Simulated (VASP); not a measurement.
Wanted: the native input for a VASP 6.6.1 run.

| Quantity | Value |
| --- | --- |
| Task | electric field gradients |
| Functional | PBEsol |
| Potentials or basis | VASP PAW PBE potentials, release 64 (Pd) |
| Cutoff | 520 eV |
| k mesh | 18 × 18 × 18 |
| Occupations | fermi-dirac, width 0.05 eV |
| Spin | no spin polarisation |
| Dipole correction | no |
| Further INCAR settings | ALGO = Normal; EDIFF = 1e-08; NBANDS = 11 |

The structure of Pd lies in POSCAR:

```
Pd
1.0
    0.0194490000      1.9546245000      1.9546245000
    1.9546245000      0.0194490000      1.9546245000
    1.9546245000      1.9546245000      0.0194490000
Pd
1
Direct
    0.0000000000      0.0000000000      0.0000000000
```

This cell differs from its parent crystal: equal xy, yz and zx shear strains of +1 %.

One way to write it, as run:

INCAR

```
SYSTEM = Pd
  PREC = Accurate
  ENCUT = 520
  EDIFF = 1E-8
  ISMEAR = -1
  SIGMA = 0.05
  LREAL = .FALSE.
  LASPH = .TRUE.
  NELM = 60
  ALGO = Normal
  ISIF = 2
  LWAVE = .FALSE.
  LCHARG = .FALSE.
  GGA = PS
  LEFG = .TRUE.
  NBANDS = 11
```

KPOINTS

```
Automatic mesh
0
G
  18 18 18
  0 0 0
```

Potentials or basis: VASP PAW PBE potentials, release 64 (Pd).

Run with:

```bash
$ cat potpaw_PBE.64/Pd/POTCAR > POTCAR
$ mpirun -np 1 vasp_std > vasp.out
```

It gave:

| Item | Value |
| --- | --- |
| Pressure | -2.5 GPa |
| Band gap on the k mesh | zero (bands 5 and 6 overlap by 1.60 eV) |
| Largest electric field gradient by atom | Pd -3.4 V/Å² |

Caveat: the cell differs from its parent crystal (equal xy, yz and zx shear strains of +1 %); without QUAD_EFG the Cq values of the log hold for a quadrupole moment of 1 mb, not for the nuclei; the PAW data sets were made with another functional, which shifts forces and pressure a little.

Wall time 33 s on 1 thread of Intel(R) Xeon(R) 6975P-C (Granite Rapids), on a shared host, peak memory 0.21 GiB.
